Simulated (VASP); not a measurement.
Write the native input for VASP 6.6.1 that does the following.

```yaml
Task: single point
Functional: PBEsol
Potentials_or_basis: VASP PAW PBE potentials, release 64 (Sn_d, Se)
Cutoff: 520 eV
k_mesh: 8 × 8 × 8
Occupations: gaussian, width 0.01 eV
Spin: no spin polarisation
Dipole_correction: no
Further_INCAR_settings: ALGO = Normal; EDIFF = 1e-06; NBANDS = 17
```

The structure of SnSe lies in POSCAR:

```
SnSe
1.0
    0.0000000000      2.8251207254      2.8251207254
    2.8251207254      0.0000000000      2.8251207254
    2.8251207254      2.8251207254      0.0000000000
Sn Se
1 1
Direct
    0.0000000000      0.0000000000      0.0000000000
    0.5000000000      0.5000000000      0.5000000000
```

One way to write it, as run:

INCAR

```
SYSTEM = SnSe
PREC = Accurate ; ENCUT = 520
EDIFF = 1E-6 ; ISMEAR = 0
SIGMA = 0.01 ; LREAL = .False.
LASPH = .True. ; NELM = 80
ALGO = Normal ; ISIF = 2
LWAVE = .False. ; LCHARG = .False.
GGA = PS ; NBANDS = 17
```

KPOINTS

```
Automatic mesh
0
Gamma
  8 8 8
  0 0 0
```

Potentials or basis: VASP PAW PBE potentials, release 64 (Sn_d, Se).

The run is started by

```sh
$ cat potpaw_PBE.64/Sn_d/POTCAR potpaw_PBE.64/Se/POTCAR > POTCAR
$ mpirun -np 1 vasp_std > vasp.out
```

It gave:

- Pressure: 12.1 GPa
- Band gap on the k mesh: 0.55 eV, indirect (least direct gap 0.65 eV)

Caveat: the PAW data sets were made with another functional, which shifts forces and pressure a little; spin-orbit coupling is left out, which moves the levels of the heavy elements.

It took 27 s on 1 thread of Intel(R) Xeon(R) Platinum 8488C (Sapphire Rapids), on a shared host, peak memory 0.17 GiB.
